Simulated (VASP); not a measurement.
# NaI (Fm-3m) in VASP: notebook

Aim: see how the results for NaI move with the level of theory and the settings. Levels: BLYP, r2SCAN. Tasks: single point.

All numbers are computed with VASP 6.6.1; they aren't measurements. Logs are shortened: lines on timing, memory, paths and dates and some standing lists are left out, and cuts for length are marked.

## 1. The cell of the first run

Symmetry: Fm-3m, No. 225, cubic system. The conventional cell has a = 6.473 Å, b = 6.473 Å, c = 6.473 Å, α = 90.00°, β = 90.00°, γ = 90.00°. Within 4.3 Å of I (site symmetry m-3m) lie 6 Na at 3.24 Å. Within 4.3 Å of Na (site symmetry m-3m) lie 6 I at 3.24 Å.

## 2. Single point, BLYP

File INCAR:

```
AGGAC = 1.0
AGGAX = 1.0
ALDAC = 0.0
ALDAX = 1.0
ALGO = Normal
EDIFF = 1E-7
ENCUT = 520
GGA = B5
ISIF = 2
ISMEAR = -1
LASPH = T
LCHARG = F
LREAL = F
LWAVE = F
NBANDS = 14
NELM = 80
PREC = Accurate
SIGMA = 0.05
```

File KPOINTS:

```
k-points
0
Gamma
  4 4 4
```

File POSCAR:

```
NaI
1.0
    0.0000000000      3.2364000000      3.2364000000
    3.2364000000      0.0000000000      3.2364000000
    3.2364000000      3.2364000000      0.0000000000
I Na
1 1
Direct
    0.5000000000      0.5000000000      0.5000000000
    0.0000000000      0.0000000000      0.0000000000
```

Potentials or basis: VASP PAW PBE potentials, release 64 (I, Na_pv).

Run with:

```console
$ cat potpaw_PBE.64/I/POTCAR potpaw_PBE.64/Na_pv/POTCAR > POTCAR
$ mpirun -np 1 vasp_std > vasp.out
```

OUTCAR:

```text
EDIFF = 1E-7
   ENCUT = 520
   GGA = B5
   ISIF = 2
   ISMEAR = -1
   LASPH = T
   LREAL = F
   NELM = 80
   PREC = Accurate

 ion  position               nearest neighbor table
   1  0.500  0.500  0.500-
   2  0.000  0.000  0.000-

  LATTYP: Found a face centered cubic cell.
 ALAT       =     6.4728000000

  Lattice vectors:

 A1 = (   0.0000000000,   3.2364000000,   3.2364000000)
 A2 = (   3.2364000000,   0.0000000000,   3.2364000000)
 A3 = (   3.2364000000,   3.2364000000,   0.0000000000)

Analysis of symmetry for initial positions (statically):
=====================================================================
 Subroutine PRICEL returns:
 Original cell was already a primitive cell.

 Routine SETGRP: Setting up the symmetry group for a
 face centered cubic supercell.

 Subroutine GETGRP returns: Found 48 space group operations
 (whereof 48 operations were pure point group operations)
 out of a pool of 48 trial point group operations.

The static configuration has the point symmetry O_h .

Analysis of symmetry for dynamics (positions and initial velocities):
=====================================================================
 Subroutine PRICEL returns:
 Original cell was already a primitive cell.

 Routine SETGRP: Setting up the symmetry group for a
 face centered cubic supercell.

 Subroutine GETGRP returns: Found 48 space group operations
 (whereof 48 operations were pure point group operations)
 out of a pool of 48 trial point group operations.

The dynamic configuration has the point symmetry O_h .

 Subroutine INISYM returns: Found 48 space group operations
 (whereof 48 operations are pure point group operations),
 and found     1 'primitive' translations

----------------------------------------------------------------------------------------

                                     Primitive cell

  volume of cell :      67.7980

  direct lattice vectors                    reciprocal lattice vectors
     0.000000000  3.236400000  3.236400000    -0.154492646  0.154492646  0.154492646
     3.236400000  0.000000000  3.236400000     0.154492646 -0.154492646  0.154492646
     3.236400000  3.236400000  0.000000000     0.154492646  0.154492646 -0.154492646

  length of vectors
     4.576960773  4.576960773  4.576960773     0.267589113  0.267589113  0.267589113

  position of ions in fractional coordinates (direct lattice)
     0.500000000  0.500000000  0.500000000
     0.000000000  0.000000000  0.000000000
[... 68 lines left out ...]
   POTIM  = 0.5000    time-step for ionic-motion
   TEBEG  =    0.0;   TEEND  =   0.0 temperature during run
   PSTRESS=    0.0 pullay stress
   NELECT =      14.0000    total number of electrons
   NUPDOWN=      -1.0000    fix difference up-down
   EMIN   =  10.00;   EMAX   =-10.00  energy-range for DOS
   EFERMI =   0.00;   METHOD = LEGACY
   ISMEAR =    -1;   SIGMA  =   0.05  broadening in eV -4-tet -1-fermi 0-gaus
   EFERMI_NEDOS =   21; number of points for ismear=-14 and -15
   IALGO  =     38    algorithm
   IMIX   =      4    mixing-type and parameters
     AMIX     =   0.40;   BMIX     =  1.00
     AMIX_MAG =   1.60;   BMIX_MAG =  1.00
  volume/ion in A,a.u.               =      33.90       228.76
  Fermi-wavevector in a.u.,A,eV,Ry     =   0.967636  1.828567 12.739397  0.936319
  Thomas-Fermi vector in A             =   2.097538
   LORBIT       =      0    0 simple, 1 ext, 2 COOP (PROOUT), +10 PAW based schemes
   GGA     = B5    functional components
   LHFCALC =     F    Hartree Fock is set to
   AEXX    =    0.0000 exact exchange contribution
   IVDW    =     0    specifies the selected vdW correction
   LEPSILON=     F    determine dielectric tensor
   LRPA    =     F    only Hartree local field effects (RPA)
 non-spin polarized calculation
  energy-cutoff  :      520.00
  volume of cell :       67.80
 maximum number of plane-waves:      1850
 NGX is ok and might be reduce to    36
   NGX = 17   NGY = 17   NGZ = 17

 number of electron      13.9999993 magnetization

 Free energy of the ion-electron system (eV)
  ---------------------------------------------------
  ext. energy  EPLUGINS =         0.00000000
  ---------------------------------------------------
  free energy    TOTEN  =        -4.83704272 eV

  energy without entropy =       -4.83704272  energy(sigma->0) =       -4.83704272

 E-fermi :   2.3346     XC(G=0):  -7.2833

 val. band max:        1.1663268920   @ k =   0.0000   0.0000   0.0000
 cond. band min:       4.8964911882   @ k =   0.0000   0.0000   0.0000
 fundamental gap:      3.7301642962
 Fermi energy:         2.3345589550

 k-point     1 :       0.0000    0.0000    0.0000
  band No.  band energies     occupation
      1     -21.6239      2.00000
      2     -21.6239      2.00000
      3     -21.6239      2.00000
      4      -9.8409      2.00000
      5       1.1663      2.00000
      6       1.1663      2.00000
      7       1.1663      2.00000
      8       4.8965      0.00000
      9       9.1677      0.00000
     10       9.1677      0.00000
     11       9.1677      0.00000
     12      10.9152      0.00000
     13      10.9152      0.00000
     14      11.9150      0.00000
[... 105 lines left out ...]
      1     -21.6266      2.00000
      2     -21.6266      2.00000
      3     -21.6256      2.00000
      4      -9.4462      2.00000
      5      -0.2131      2.00000
      6      -0.2131      2.00000
      7       0.2410      2.00000
      8       6.9591      0.00000
      9       8.8029      0.00000
     10       8.8029      0.00000
     11       9.1160      0.00000
     12      13.2144      0.00000
     13      13.2144      0.00000
     14      13.8437      0.00000

------------------------ aborting loop because EDIFF is reached ----------------------------------------

  FORCE on cell =-STRESS in cart. coord.  units (eV):
  Direction    XX          YY          ZZ          XY          YZ          ZX
  --------------------------------------------------------------------------------------
  -------------------------------------------------------------------------------------
  Total        0.6225584      0.6225584      0.6225584      0.0000000     -0.0000000      0.0000000
  in kB       14.7120810     14.7120810     14.7120810      0.0000000     -0.0000000      0.0000000
  external PRESSURE =      14.7120810 kB  Pullay stress =       0.0000000 kB

 VOLUME and BASIS-vectors are now :
 -----------------------------------------------------------------------------
  energy-cutoff  :      520.00
  volume of cell :       67.80
      direct lattice vectors                 reciprocal lattice vectors
     0.000000000  3.236400000  3.236400000    -0.154492646  0.154492646  0.154492646
     3.236400000  0.000000000  3.236400000     0.154492646 -0.154492646  0.154492646
     3.236400000  3.236400000  0.000000000     0.154492646  0.154492646 -0.154492646

 POSITION                                       TOTAL-FORCE (eV/Angst)
 -----------------------------------------------------------------------------------
      3.23640      3.23640      3.23640         0.000000      0.000000      0.000000
      0.00000      0.00000      0.00000        -0.000000     -0.000000     -0.000000
 -----------------------------------------------------------------------------------
    total drift:                                0.000000      0.000000      0.000000

  FREE ENERGIE OF THE ION-ELECTRON SYSTEM (eV)
  ---------------------------------------------------
  free  energy   TOTEN  =        -4.8370427232 eV

  energy  without entropy=       -4.8370427232  energy(sigma->0) =       -4.83704272
```

OSZICAR:

```text
N       E                     dE             d eps       ncg     rms          rms(c)
DAV:   1     0.818323063270E+02    0.81832E+02   -0.63865E+03   224   0.878E+02
DAV:   2     0.134829650654E+01   -0.80484E+02   -0.74863E+02   230   0.216E+02
DAV:   3    -0.478155290997E+01   -0.61298E+01   -0.60845E+01   290   0.603E+01
DAV:   4    -0.492687644203E+01   -0.14532E+00   -0.14529E+00   270   0.936E+00
DAV:   5    -0.493034296751E+01   -0.34665E-02   -0.34664E-02   310   0.135E+00    0.173E+00
DAV:   6    -0.484859297758E+01    0.81750E-01   -0.93780E-02   254   0.181E+00    0.113E+00
DAV:   7    -0.483569658999E+01    0.12896E-01   -0.72775E-02   290   0.140E+00    0.615E-01
DAV:   8    -0.483713833748E+01   -0.14417E-02   -0.51275E-03   236   0.646E-01    0.194E-01
DAV:   9    -0.483703343129E+01    0.10491E-03   -0.24379E-04   284   0.152E-01    0.437E-02
DAV:  10    -0.483704313902E+01   -0.97077E-05   -0.50214E-05   260   0.726E-02    0.143E-02
DAV:  11    -0.483704264078E+01    0.49824E-06   -0.68917E-06   308   0.291E-02    0.352E-03
DAV:  12    -0.483704272322E+01   -0.82433E-07   -0.63174E-07   260   0.563E-03
   1 F= -.48370427E+01 E0= -.48370427E+01  d E =-.110521E-10
```

It took 17 s on 1 thread of AMD EPYC 7R13 (Zen 3), shared host; peak memory 0.17 GiB.

Results:

* Free energy: -4.8370 eV
* Pressure: 1.5 GPa
* Band gap on the k mesh: 3.73 eV, direct

Levels at points of the mesh, in eV from the valence-band top:
| k point | band 3 | band 4 | band 5 | band 6 | band 7 | band 8 | band 9 | band 10 | band 11 | band 12 |
| --- | --- | --- | --- | --- | --- | --- | --- | --- | --- | --- |
| (0.00, 0.00, 0.00) | -22.79 | -11.01 | 0.00 | 0.00 | 0.00 | 3.73 | 8.00 | 8.00 | 8.00 | 9.75 |
| (0.50, 0.00, 0.00) | -22.79 | -10.70 | -2.15 | -0.28 | -0.28 | 5.24 | 7.48 | 7.48 | 8.69 | 10.53 |
| (0.50, 0.50, 0.00) | -22.79 | -10.62 | -1.87 | -0.74 | -0.74 | 4.48 | 5.72 | 10.07 | 11.37 | 11.37 |

Caveat: the k points lie up to 0.42 Å⁻¹ apart; the PAW data sets were made with another functional, which shifts forces and pressure a little; spin-orbit coupling is left out, which moves the levels of the heavy elements. Expect the measured gap to be larger: semilocal functionals such as BLYP lack the derivative discontinuity.

(Continued in part 2 of 2.)
